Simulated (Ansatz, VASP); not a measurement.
# Two plane-wave programs on Pb

File POSCAR:

```
Pb
1.0
    3.6737225571      0.0000000000      0.0000000000
   -1.8368612785      3.1815370609      0.0000000000
    0.0000000000      0.0000000000      5.0160026627
Pb
2
Direct
    0.3333333333      0.6666666667      0.2500000000
    0.6666666667      0.3333333333      0.7500000000
```

File INCAR.step1:

```
SYSTEM = Pb
ALGO = Normal
EDIFF = 1E-4
ENCUT = 520
GGA = PE
ISMEAR = 0
LASPH = .True.
LCHARG = .False.
LREAL = .False.
LWAVE = .True.
NBANDS = 21
NELM = 60
PREC = Accurate
SIGMA = 0.15
```

File INCAR.step2:

```
SYSTEM = Pb
ALGO = Normal
EDIFF = 1E-6
ENCUT = 520
ISIF = 2
ISMEAR = 0
ISTART = 1
LASPH = .True.
LCHARG = .False.
LMIXTAU = .True.
LREAL = .False.
LWAVE = .False.
METAGGA = R2SCAN
NBANDS = 21
NELM = 60
PREC = Accurate
SIGMA = 0.15
```

File KPOINTS:

```
k-points
0
Gamma
  18 18 10
  0 0 0
```

Input for Ansatz:

```yaml
crystal:
  lattice:
    - [3.6737225571, 0.0, 0.0]
    - [-1.8368612785, 3.1815370609, 0.0]
    - [0.0, 0.0, 5.0160026627]
  atoms:
    - { symbol: Pb, position: [0.3333333333, 0.6666666667, 0.25] }
    - { symbol: Pb, position: [0.6666666667, 0.3333333333, 0.75] }
basis:
  ecutwfc: 500
kpoints:
  mp_grid: { grid: [18, 18, 10] }
hamiltonian:
  xc: r2scan
scf:
  occupations: { method: gaussian, width: 0.15 }
output:
  forces: true
  stress: true
  eigenvalues: true
```

Alike in both runs: task single point; functional r2SCAN; k mesh 18 × 18 × 10; occupations gaussian, width 0.15 eV; no spin polarisation.

|  | VASP | Ansatz |
| --- | --- | --- |
| version | VASP 6.6.1 | Ansatz 0.2.0 |
| potentials or method | VASP PAW PBE potentials, release 64 (Pb_d), cutoff 520 eV | scalar-relativistic, plane waves, PAW |
| valence electrons in the cell | 28 | 28 |

|  | VASP | Ansatz | Ansatz less VASP |
| --- | --- | --- | --- |
| gap on the k mesh at the Fermi level (eV) | none | none | - |
| pressure (GPa) | 4.2 | 4.2 | -0.01 |
| traceless stress, the component that is largest in VASP (GPa) | 3.34 | 3.33 | -0.014 |

VASP's potentials were made for PBE, not for r2SCAN. A gap of «none» marks a metal or a gap that the smearing closes.

Neither program's run includes spin-orbit coupling.
